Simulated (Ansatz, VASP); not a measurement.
**ZnS in VASP and in Ansatz**

File INCAR:

```
  PREC = Accurate
  ENCUT = 520
  EDIFF = 1E-6
  ISMEAR = 0
  SIGMA = 0.05
  LREAL = F
  LASPH = T
  NELM = 80
  ALGO = Normal
  ISIF = 2
  LWAVE = F
  LCHARG = F
  GGA = PE
  NBANDS = 26
```

Contents of KPOINTS:

```
regular mesh
0
Gamma
  12 12 6
```

The input POSCAR:

```
ZnS
1.0
    3.8110000000      0.0000000000      0.0000000000
   -1.9055000000      3.3004228100      0.0000000000
    0.0000000000      0.0000000000      6.2340000000
Zn S
2 2
Direct
    0.3333333300      0.6666666700      0.0000000000
    0.6666666700      0.3333333300      0.5000000000
    0.3333333300      0.6666666700      0.3850000000
    0.6666666700      0.3333333300      0.8850000000
```

Input for Ansatz:

```yaml
crystal:
  lattice:
    - [3.811, 0.0, 0.0]
    - [-1.9055, 3.30042281, 0.0]
    - [0.0, 0.0, 6.234]
  atoms:
    - { symbol: Zn, position: [0.33333333, 0.66666667, 0.0] }
    - { symbol: Zn, position: [0.66666667, 0.33333333, 0.5] }
    - { symbol: S, position: [0.33333333, 0.66666667, 0.385] }
    - { symbol: S, position: [0.66666667, 0.33333333, 0.885] }
basis:
  ecutwfc: 420
kpoints:
  mp_grid: { grid: [12, 12, 6] }
hamiltonian:
  xc: pbe
  pseudopotentials: { kind: paw }
scf:
  occupations: { method: gaussian, width: 0.05 }
output:
  forces: true
  eigenvalues: true
  eigenstates:
    nscf_kmesh: { grid: [30, 30, 16] }
    top_band: c6
    de_dk: true
    localisation: true
  stress: true
checkpoint:
  write: ck
  compress: false
  write_wavefunctions: false
  write_every: 100000
```

Alike in both runs: task single point; functional PBE; k mesh 12 × 12 × 6; occupations gaussian, width 0.05 eV; no spin polarisation.

|  | VASP | Ansatz |
| --- | --- | --- |
| version | VASP 6.6.1 | Ansatz 0.2.0 |
| potentials or method | VASP PAW PBE potentials, release 64 (Zn, S), cutoff 520 eV | scalar-relativistic, plane waves, PAW |
| valence electrons in the cell | 36 | 36 |

Ansatz gave:

```
gap on the k mesh at the Fermi level (eV)                     : 2.25
pressure (GPa)                                                : 2.3
traceless stress, the component that is largest in VASP (GPa) : -1.35
rms of the force components (eV/Å)                            : 0.184
```

**Question.** Estimate VASP's values.

**Answer.** gap on the k mesh at the Fermi level (eV): 2.25; pressure (GPa): 2.5; traceless stress, the component that is largest in VASP (GPa): -1.37; rms of the force components (eV/Å): 0.186.

Atom by atom the forces differ by 0.002 eV/Å (rms over components). The functional is the same, so the differences come from potentials, cutoffs and numerics.
